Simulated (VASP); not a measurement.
Here is a VASP 6.6.1 calculation.

File INCAR:

```
PREC = Accurate
ENCUT = 500
EDIFF = 1E-6
ISMEAR = 0
SIGMA = 0.1
LREAL = F
LASPH = T
NELM = 120
ALGO = Normal
ISIF = 2
LWAVE = F
LCHARG = F
GGA = PE
NBANDS = 18
GGA_COMPAT = F
```

The input KPOINTS:

```
regular mesh
0
Gamma
  12 12 14
```

POSCAR

```
TiH6
1.0
    3.7867557982      0.0000000000      0.0000000000
   -1.8933778991      3.2794267192      0.0000000000
    0.0000000000      0.0000000000      2.7063522989
Ti H
1 6
Direct
    0.0000000000      0.0000000000      0.5000000000
    0.5000000000      0.0000000000      0.5000000000
    0.0000000000      0.5000000000      0.5000000000
    0.5000000000      0.5000000000      0.5000000000
    0.5000000000      0.0000000000      0.0000000000
    0.0000000000      0.5000000000      0.0000000000
    0.5000000000      0.5000000000      0.0000000000
```

Potentials or basis: VASP PAW PBE potentials, release 64 (Ti_sv, H).

Launch:

```sh
$ cat potpaw_PBE.64/Ti_sv/POTCAR potpaw_PBE.64/H/POTCAR > POTCAR
$ mpirun -np 1 vasp_std > vasp.out
```

(1) Predict the pressure.

(2) Predict the band gap on the k mesh.

Answers

(1) -0.3 GPa.

(2) zero (bands 9 and 10 overlap by 4.25 eV).
